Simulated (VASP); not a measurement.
# Al (P6/mmm) in VASP: notebook

Al is run at these levels: PBE; tasks: single point.

Everything below comes from runs of VASP 6.6.1. Logs are shortened: lines on timing, memory, paths and dates and some standing lists are left out, and cuts for length are marked.

## (1) The cell of the first run

The structure is hexagonal, space group P6/mmm (No. 191). The conventional cell has a = 3.621 Å, b = 3.621 Å, c = 2.746 Å, α = 90.00°, β = 90.00°, γ = 120.00°. Within 2.8 Å of Al (site symmetry -6m2) lie 5 Al at 2.09 to 2.75 Å.

## (2) Single point, PBE

The input, INCAR:

```
SYSTEM = Al
PREC = Accurate ; ENCUT = 520
EDIFF = 1E-7 ; ISMEAR = 0
SIGMA = 0.1 ; LREAL = .False.
LASPH = .True. ; NELM = 60
ALGO = Fast ; ISIF = 2
LWAVE = .False. ; LCHARG = .False.
GGA = PE ; NBANDS = 10
```

The input, KPOINTS:

```
regular mesh
0
Gamma
  6 6 6
  0 0 0
```

The input, POSCAR:

```
Al
1.0
    3.6211999100      0.0000000000      0.0000000000
   -1.8105999500      3.1360511100      0.0000000000
    0.0000000000      0.0000000000      2.7458100800
Al
2
Direct
    0.3333333300      0.6666666700      0.0000000000
    0.6666666700      0.3333333300      0.0000000000
```

Potentials or basis: VASP PAW PBE potentials, release 64 (Al).

On the command line:

```console
$ cat potpaw_PBE.64/Al/POTCAR > POTCAR
$ mpirun -np 1 vasp_std > vasp.out
```

OUTCAR:

```text
SYSTEM = Al
   PREC = Accurate
   ENCUT = 520
   EDIFF = 1E-7
   ISMEAR = 0
   LREAL = .False.
   LASPH = .True.
   NELM = 60
   ISIF = 2
   GGA = PE

 ion  position               nearest neighbor table
   1  0.333  0.667  0.000-   2 2.09   2 2.09   2 2.09
   2  0.667  0.333  0.000-   1 2.09   1 2.09   1 2.09

  LATTYP: Found a hexagonal cell.
 ALAT       =     3.6211999100
 C/A-ratio  =     0.7582597339

  Lattice vectors:

 A1 = (   3.6211999100,   0.0000000000,   0.0000000000)
 A2 = (  -1.8105999500,   3.1360511100,   0.0000000000)
 A3 = (   0.0000000000,   0.0000000000,   2.7458100800)

Analysis of symmetry for initial positions (statically):
=====================================================================
 Subroutine PRICEL returns:
 Original cell was already a primitive cell.

 Routine SETGRP: Setting up the symmetry group for a
 hexagonal supercell.

 Subroutine GETGRP returns: Found 24 space group operations
 (whereof 24 operations were pure point group operations)
 out of a pool of 24 trial point group operations.

The static configuration has the point symmetry D_6h.

Analysis of symmetry for dynamics (positions and initial velocities):
=====================================================================
 Subroutine PRICEL returns:
 Original cell was already a primitive cell.

 Routine SETGRP: Setting up the symmetry group for a
 hexagonal supercell.

 Subroutine GETGRP returns: Found 24 space group operations
 (whereof 24 operations were pure point group operations)
 out of a pool of 24 trial point group operations.

The dynamic configuration has the point symmetry D_6h.

 Subroutine INISYM returns: Found 24 space group operations
 (whereof 24 operations are pure point group operations),
 and found     1 'primitive' translations

----------------------------------------------------------------------------------------

                                     Primitive cell

  volume of cell :      31.1822

  direct lattice vectors                    reciprocal lattice vectors
     3.621199910  0.000000000  0.000000000     0.276151559  0.159436177  0.000000000
    -1.810599950  3.136051110  0.000000000     0.000000000  0.318872354  0.000000000
     0.000000000  0.000000000  2.745810080     0.000000000  0.000000000  0.364191248

  length of vectors
     3.621199910  3.621199904  2.745810080     0.318872354  0.318872354  0.364191248

  position of ions in fractional coordinates (direct lattice)
     0.333333330  0.666666670  0.000000000
     0.666666670  0.333333330  0.000000000

  ion indices of the primitive-cell ions
   primitive index   ion index
                 1           1
                 2           2

----------------------------------------------------------------------------------------

 KPOINTS: regular mesh

Automatic generation of k-mesh.
 Grid dimensions read from file:
 generate k-points for:    6    6    6

 Generating k-lattice:

  Cartesian coordinates                     Fractional coordinates (reciprocal lattice)
     0.046025260  0.026572696  0.000000000     0.166666667  0.000000000  0.000000000
     0.000000000  0.053145392  0.000000000     0.000000000  0.166666667  0.000000000
     0.000000000  0.000000000  0.060698541     0.000000000  0.000000000  0.166666667

  Length of vectors
     0.053145392  0.053145392  0.060698541

  Shift w.r.t. Gamma in fractional coordinates (k-lattice)
     0.000000000  0.000000000  0.000000000

 Subroutine IBZKPT returns following result:
 ===========================================

 Found     28 irreducible k-points:

 Following reciprocal coordinates:
            Coordinates               Weight
  0.000000  0.000000  0.000000      1.000000
  0.166667 -0.000000  0.000000      6.000000
  0.333333  0.000000  0.000000      6.000000
  0.500000  0.000000  0.000000      3.000000
  0.166667  0.166667  0.000000      6.000000
  0.333333  0.166667  0.000000     12.000000
[... 16 lines left out ...]
  0.166667 -0.000000  0.500000      6.000000
  0.333333  0.000000  0.500000      6.000000
 [... further k-points ...]
   k-points           NKPTS =     28   k-points in BZ     NKDIM =     28   number of bands    NBANDS=     10
   number of dos      NEDOS =    301   number of ions     NIONS =      2
   total plane-waves  NPLWV =  15680
   dimension x,y,z NGX =    28 NGY =   28 NGZ =   20
   dimension x,y,z NGXF=    56 NGYF=   56 NGZF=   40
   ions per type =               2
   NGX,Y,Z   is equivalent  to a cutoff of  12.85, 12.85, 12.11 a.u.
   NGXF,Y,Z  is equivalent  to a cutoff of  25.71, 25.71, 24.22 a.u.
 SYSTEM =  Al
   PREC   = accura    normal or accurate (medium, high low for compatibility)
   ISTART =      0    job   : 0-new  1-cont  2-samecut
   ICHARG =      2    charge: 1-file 2-atom 10-const
   ISPIN  =      1    spin polarized calculation?
   LNONCOLLINEAR =      F non collinear calculations
   LSORBIT =      F    spin-orbit coupling
   LASPH  =      T    aspherical Exc in radial PAW
   ENCUT  =  520.0 eV  38.22 Ry    6.18 a.u.   6.73  6.73  5.11*2*pi/ulx,y,z
   NELM   =     60;   NELMIN=  2; NELMDL= -5     # of ELM steps
   EDIFF  = 0.1E-06   stopping-criterion for ELM
   LREAL  =      F    real-space projection
   EDIFFG = 0.1E-05   stopping-criterion for IOM
   NSW    =      0    number of steps for IOM
   IBRION =     -1    ionic relax: 0-MD 1-quasi-New 2-CG
   NFREE  =      0    steps in history (QN), initial steepest desc. (CG)
   ISIF   =      2    stress and relaxation
   ISYM   =      2    0-nonsym 1-usesym 2-fastsym
   POTIM  = 0.5000    time-step for ionic-motion
   TEBEG  =    0.0;   TEEND  =   0.0 temperature during run
   PSTRESS=    0.0 pullay stress
   NELECT =       6.0000    total number of electrons
   NUPDOWN=      -1.0000    fix difference up-down
   EMIN   =  10.00;   EMAX   =-10.00  energy-range for DOS
   EFERMI =   0.00;   METHOD = LEGACY
   ISMEAR =     0;   SIGMA  =   0.10  broadening in eV -4-tet -1-fermi 0-gaus
   EFERMI_NEDOS =   21; number of points for ismear=-14 and -15
   IALGO  =     68    algorithm
   IMIX   =      4    mixing-type and parameters
     AMIX     =   0.40;   BMIX     =  1.00
     AMIX_MAG =   1.60;   BMIX_MAG =  1.00
  volume/ion in A,a.u.               =      15.59       105.21
  Fermi-wavevector in a.u.,A,eV,Ry     =   0.945126  1.786030 12.153592  0.893264
  Thomas-Fermi vector in A             =   2.072998
   LORBIT       =      0    0 simple, 1 ext, 2 COOP (PROOUT), +10 PAW based schemes
   GGA     = PE    functional components
   LHFCALC =     F    Hartree Fock is set to
   AEXX    =    0.0000 exact exchange contribution
   IVDW    =     0    specifies the selected vdW correction
   LEPSILON=     F    determine dielectric tensor
   LRPA    =     F    only Hartree local field effects (RPA)
 non-spin polarized calculation
 RMM-DIIS sequential band-by-band and
 Gauss-broadening in eV      SIGMA  =   0.10
  energy-cutoff  :      520.00
  volume of cell :       31.18
 maximum number of plane-waves:       875
 NGX is ok and might be reduce to    28
   NGX = 13   NGY = 13   NGZ = 11

 number of electron       6.0000000 magnetization

 Free energy of the ion-electron system (eV)
  ---------------------------------------------------
  ext. energy  EPLUGINS =         0.00000000
  ---------------------------------------------------
  free energy    TOTEN  =        -2.94241260 eV

  energy without entropy =       -2.93787661  energy(sigma->0) =       -2.94014461

 E-fermi :   7.7805     XC(G=0): -10.1788

 val. band max:        7.7136289298   @ k =   0.3333   0.1667   0.3333
 cond. band min:       7.9362098773   @ k =   0.3333   0.1667   0.5000
 fundamental gap:      0.2225809475
 Fermi energy:         7.7805427224

 k-point     1 :       0.0000    0.0000    0.0000
  band No.  band energies     occupation
      1      -3.2663      2.00000
      2       8.4314      0.00000
      3       8.4314      0.00000
      4      11.3090      0.00000
      5      11.3090      0.00000
      6      12.5176      0.00000
      7      13.9612      0.00000
      8      14.7578      0.00000
      9      18.0335      0.00000
     10      24.1528      0.00000

 k-point     2 :       0.1667   -0.0000    0.0000
  band No.  band energies     occupation
      1      -2.8653      2.00000
      2       6.2010      2.00000
      3       7.6246      1.97259
      4      10.4456      0.00000
      5      12.8374      0.00000
      6      14.2831      0.00000
      7      15.0765      0.00000
      8      15.2740      0.00000
      9      19.4941      0.00000
     10      22.4624      0.00000

 k-point     3 :       0.3333    0.0000    0.0000
  band No.  band energies     occupation
      1      -1.6905      2.00000
      2       3.1132      2.00000
      3       6.7281      2.00000
      4       9.3944      0.00000
      5      15.8683      0.00000
      6      16.0132      0.00000
      7      16.1328      0.00000
      8      17.4016      0.00000
      9      19.9642      0.00000
     10      22.7542      0.00000

 k-point     4 :       0.5000    0.0000    0.0000
  band No.  band energies     occupation
      1      -0.2555      2.00000
      2       0.9958      2.00000
      3       6.4072      2.00000
      4       9.0154      0.00000
      5      16.9197      0.00000
      6      17.1333      0.00000
      7      18.2729      0.00000
      8      18.4606      0.00000
      9      18.8604      0.00000
     10      21.0812      0.00000
[... 222 lines left out ...]
 k-point    22 :       0.0000    0.0000    0.5000
  band No.  band energies     occupation
      1       0.7907      2.00000
      2       2.2879      2.00000
      3      11.1503      0.00000
      4      11.1503      0.00000
      5      14.1042      0.00000
      6      14.1042      0.00000
      7      14.7942      0.00000
      8      14.7942      0.00000
      9      14.8943      0.00000
     10      18.6077      0.00000

 k-point    23 :       0.1667   -0.0000    0.5000
  band No.  band energies     occupation
      1       1.1913      2.00000
      2       2.6546      2.00000
      3       9.5653      0.00000
      4      10.4558      0.00000
      5      11.5065      0.00000
      6      13.9428      0.00000
      7      13.9447      0.00000
      8      15.4794      0.00000
      9      16.2210      0.00000
     10      19.1644      0.00000

 k-point    24 :       0.3333    0.0000    0.5000
  band No.  band energies     occupation
      1       2.3660      2.00000
      2       3.7256      2.00000
      3       6.8519      2.00000
      4       8.4395      0.00000
      5       9.6531      0.00000
      6      12.9414      0.00000
      7      13.4280      0.00000
      8      15.1127      0.00000
      9      18.2746      0.00000
     10      22.7715      0.00000

 [... further k-points ...]

------------------------ aborting loop because EDIFF is reached ----------------------------------------

  FORCE on cell =-STRESS in cart. coord.  units (eV):
  Direction    XX          YY          ZZ          XY          YZ          ZX
  --------------------------------------------------------------------------------------
  -------------------------------------------------------------------------------------
  Total       18.3395341     18.3395340      0.2652485      0.0000000     -0.0000000      0.0000000
  in kB      942.3077261    942.3077236     13.6287928      0.0000015     -0.0000000      0.0000000
  external PRESSURE =     632.7480808 kB  Pullay stress =       0.0000000 kB

 VOLUME and BASIS-vectors are now :
 -----------------------------------------------------------------------------
  energy-cutoff  :      520.00
  volume of cell :       31.18
      direct lattice vectors                 reciprocal lattice vectors
     3.621199910  0.000000000  0.000000000     0.276151559  0.159436177  0.000000000
    -1.810599950  3.136051110  0.000000000     0.000000000  0.318872354  0.000000000
     0.000000000  0.000000000  2.745810080     0.000000000  0.000000000  0.364191248

 POSITION                                       TOTAL-FORCE (eV/Angst)
 -----------------------------------------------------------------------------------
     -0.00000      2.09070      0.00000        -0.000000      0.000000     -0.000000
      1.81060      1.04535      0.00000         0.000000     -0.000000      0.000000
 -----------------------------------------------------------------------------------
    total drift:                               -0.000000     -0.000000     -0.000000

  FREE ENERGIE OF THE ION-ELECTRON SYSTEM (eV)
  ---------------------------------------------------
  free  energy   TOTEN  =        -2.9424126002 eV

  energy  without entropy=       -2.9378766121  energy(sigma->0) =       -2.94014461
```

Wall time 4.3 s (1 thread of AMD EPYC 9R45 (Zen 5), shared host); peak memory 0.1 GiB.

Results:

```
Free energy            : -2.9424 eV
Pressure               : 63.3 GPa
Band gap on the k mesh : zero (band 3 reaches 11.15 eV, above the bottom of band 4 at 6.08 eV)
```

Stress tensor (GPa, compression positive):
```
94.23  0.00  0.00
 0.00 94.23  0.00
 0.00  0.00  1.36
```

Caveat: the k points lie up to 0.38 Å⁻¹ apart.

## (3) Single point, PBE

This run uses another cell than the first one, of 24.61 Å³/atom, 1.579 times its volume.

The input, INCAR:

```
SYSTEM = Al
PREC = Accurate
ENCUT = 520
EDIFF = 1E-6
ISMEAR = 0
SIGMA = 0.1
LREAL = .FALSE.
LASPH = .TRUE.
NELM = 100
ALGO = Fast
ISIF = 2
LWAVE = .FALSE.
LCHARG = .FALSE.
GGA = PE
NBANDS = 10
```

The input, KPOINTS:

```
regular mesh
0
G
  6 6 6
  0 0 0
```

The input, POSCAR:

```
Al
1.0
    4.5759363812     -0.0000000036      0.0000000000
   -2.2879681874      3.9628771540      0.0000000000
    0.0000000000      0.0000000000      2.7147968980
Al
2
Direct
    0.3333333333      0.6666666667      0.0000000000
    0.6666666667      0.3333333333      0.0000000000
```

Potentials or basis: VASP PAW PBE potentials, release 64 (Al).

On the command line:

```console
$ cat potpaw_PBE.64/Al/POTCAR > POTCAR
$ mpirun -np 1 vasp_std > vasp.out
```

OUTCAR:

```text
SYSTEM = Al
   PREC = Accurate
   ENCUT = 520
   EDIFF = 1E-6
   ISMEAR = 0
   LREAL = .FALSE.
   LASPH = .TRUE.
   NELM = 100
   ISIF = 2
   GGA = PE

 ion  position               nearest neighbor table
   1  0.333  0.667  0.000-   2 2.64   2 2.64   2 2.64
   2  0.667  0.333  0.000-   1 2.64   1 2.64   1 2.64

  LATTYP: Found a hexagonal cell.
 ALAT       =     4.5759363812
 C/A-ratio  =     0.5932768010

  Lattice vectors:

 A1 = (   4.5759363812,  -0.0000000036,   0.0000000000)
 A2 = (  -2.2879681874,   3.9628771540,   0.0000000000)
[... 500 lines left out ...]

  FORCE on cell =-STRESS in cart. coord.  units (eV):
  Direction    XX          YY          ZZ          XY          YZ          ZX
  --------------------------------------------------------------------------------------
  -------------------------------------------------------------------------------------
  Total       -0.0221371     -0.0221371      0.0082993     -0.0000000      0.0000000      0.0000000
  in kB       -0.7204496     -0.7204496      0.2700986     -0.0000000      0.0000000      0.0000000
  external PRESSURE =      -0.3902669 kB  Pullay stress =       0.0000000 kB

 VOLUME and BASIS-vectors are now :
 -----------------------------------------------------------------------------
  energy-cutoff  :      520.00
  volume of cell :       49.23
      direct lattice vectors                 reciprocal lattice vectors
     4.575936381 -0.000000004  0.000000000     0.218534507  0.126170956  0.000000000
    -2.287968187  3.962877154  0.000000000     0.000000000  0.252341913  0.000000000
     0.000000000  0.000000000  2.714796898     0.000000000  0.000000000  0.368351681

 POSITION                                       TOTAL-FORCE (eV/Angst)
 -----------------------------------------------------------------------------------
      0.00000      2.64192      0.00000        -0.000000     -0.000000      0.000000
      2.28797      1.32096      0.00000         0.000000      0.000000     -0.000000
 -----------------------------------------------------------------------------------
    total drift:                                0.000000     -0.000000     -0.000000

  FREE ENERGIE OF THE ION-ELECTRON SYSTEM (eV)
  ---------------------------------------------------
  free  energy   TOTEN  =        -6.4492701708 eV

  energy  without entropy=       -6.4428893684  energy(sigma->0) =       -6.44607977
```

OSZICAR:

```text
N       E                     dE             d eps       ncg     rms          rms(c)
DAV:   1     0.183176857054E+01    0.18318E+01   -0.21929E+03   560   0.452E+02
DAV:   2    -0.628983460430E+01   -0.81216E+01   -0.78144E+01   750   0.524E+01
DAV:   3    -0.647130534675E+01   -0.18147E+00   -0.18032E+00   730   0.698E+00
DAV:   4    -0.647310590614E+01   -0.18006E-02   -0.18004E-02   726   0.740E-01
DAV:   5    -0.647313467403E+01   -0.28768E-04   -0.28767E-04   726   0.868E-02    0.169E+00
RMM:   6    -0.645831633311E+01    0.14818E-01   -0.28728E-03   567   0.264E-01    0.104E+00
RMM:   7    -0.644864059677E+01    0.96757E-02   -0.86488E-03   604   0.501E-01    0.986E-02
RMM:   8    -0.644914373017E+01   -0.50313E-03   -0.72730E-04   630   0.162E-01    0.491E-02
RMM:   9    -0.644926442977E+01   -0.12070E-03   -0.19732E-04   630   0.771E-02    0.153E-02
RMM:  10    -0.644926952195E+01   -0.50922E-05   -0.26451E-05   650   0.315E-02    0.131E-02
RMM:  11    -0.644927017085E+01   -0.64890E-06   -0.60685E-06   656   0.149E-02
   1 F= -.64492702E+01 E0= -.64460798E+01  d E =-.638080E-02
```

Run time: 4.8 s. Hardware: 1 thread of AMD EPYC 9R45 (Zen 5), shared host; peak memory 0.12 GiB.

Results:

* Free energy: -6.4493 eV
* Pressure: 0.0 GPa
* Band gap on the k mesh: zero (band 3 reaches 6.41 eV, above the bottom of band 4 at 2.48 eV)

Levels at points of the mesh, in eV from the Fermi level:
```csv
k point,band 1,band 2,band 3,band 4,band 5,band 6
"(0.00, 0.00, 0.00)",-8.89,-1.03,-1.03,-0.87,2.05,2.05
"(0.50, 0.00, 0.00)",-7.35,-5.99,-2.08,-0.05,6.67,7.15
"(0.00, 0.00, 0.50)",-4.36,-3.61,2.37,2.37,2.42,5.23
"(0.50, 0.00, 0.50)",-2.76,-2.25,-1.56,-0.91,1.45,4.09
```

Caveat: the k points lie up to 0.39 Å⁻¹ apart.
